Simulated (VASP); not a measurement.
Wanted: the native input for a VASP 6.6.1 run.

| Item | Value |
| --- | --- |
| Task | single point |
| Functional | PBE |
| Dispersion | D3(BJ) |
| Potentials or basis | VASP PAW PBE potentials, release 64 (O, Ti_sv) |
| Cutoff | 520 eV |
| k mesh | 2 × 3 × 1 |
| Occupations | gaussian, width 0.05 eV |
| Spin | no spin polarisation |
| Dipole correction | yes |
| Further INCAR settings | LREAL = Auto; ALGO = Normal; EDIFF = 1e-07; NBANDS = 114 |

The structure of TiO2 lies in POSCAR:

```
TiO2
1.0
    7.5747420773      0.0000000000      0.0000000000
   -1.8936855193      5.1466543491      0.0000000000
    0.0000000000      0.0000000000     21.8678571424
O Ti
16 8
Direct
    0.1576574046      0.6306296184      0.3658337416
    0.6576574046      0.6306296184      0.3658337416
    0.2995803411      0.1983213645      0.4060946339
    0.7995803411      0.1983213645      0.4060946339
    0.4777260877      0.9109043507      0.4328617968
    0.9777260877      0.9109043507      0.4328617968
    0.1196490242      0.4785960968      0.4731226891
    0.6196490242      0.4785960968      0.4731226891
    0.2261951129      0.9046788724      0.5279273494
    0.7261951129      0.9046788724      0.5279273494
    0.3657395715      0.4629664891      0.5691998011
    0.8657395715      0.4629664891      0.5691998011
    0.5460106879      0.1840282084      0.6071882579
    0.0460106879      0.1840282084      0.6071882579
    0.1908872992      0.7636403143      0.6353581227
    0.6908872992      0.7636403143      0.6353581227
    0.0676917461      0.2707669845      0.3993477692
    0.5676917461      0.2707669845      0.3993477692
    0.2096146827      0.8384587307      0.4396086615
    0.7096146827      0.8384587307      0.4396086615
    0.1342668658      0.5370975052      0.5683556696
    0.6342668658      0.5370975052      0.5683556696
    0.2699402717      0.0797012925      0.5979642505
    0.7699402717      0.0797012925      0.5979642505
```

One way to write it, as run:

INCAR

```
PREC     = Accurate       # precision mode
ENCUT    = 520            # plane-wave cutoff, eV
EDIFF    = 1E-7           # SCF threshold, eV
ISMEAR   = 0              # smearing method
SIGMA    = 0.05           # smearing width, eV
LREAL    = Auto         
LASPH    = T              # aspherical terms in the spheres
NELM     = 60             # most SCF steps
ALGO     = Normal         # electronic algorithm
ISIF     = 2              # what is computed and relaxed
LWAVE    = F              # write WAVECAR
LCHARG   = T              # write CHGCAR
LDIPOL   = T            
IDIPOL   = 3            
DIPOL    = 0.5 0.5 0.502
GGA      = PE             # functional
IVDW     = 12             # dispersion correction
LELF     = T              # ELF
LVHAR    = T            
LVACPOTAV= T            
NBANDS   = 114            # bands
```

KPOINTS

```
Automatic mesh
0
Gamma
  2 3 1
```

Potentials or basis: VASP PAW PBE potentials, release 64 (O, Ti_sv).

Run with:

```sh
$ cat potpaw_PBE.64/O/POTCAR potpaw_PBE.64/Ti_sv/POTCAR > POTCAR
$ mpirun -np 1 vasp_std > vasp.out
```

Results of the run:

```yaml
Largest_force: 4.534 eV/Å
Band_gap_on_the_k_mesh: 2.06 eV
Dispersion_energy_per_atom: -0.156 eV
```

Caveat: the k points lie up to 0.44 Å⁻¹ apart.

Wall time 37 min on 1 thread of Oxide Virtual Turin-like Processor, with other jobs on the host, peak memory 0.84 GiB.
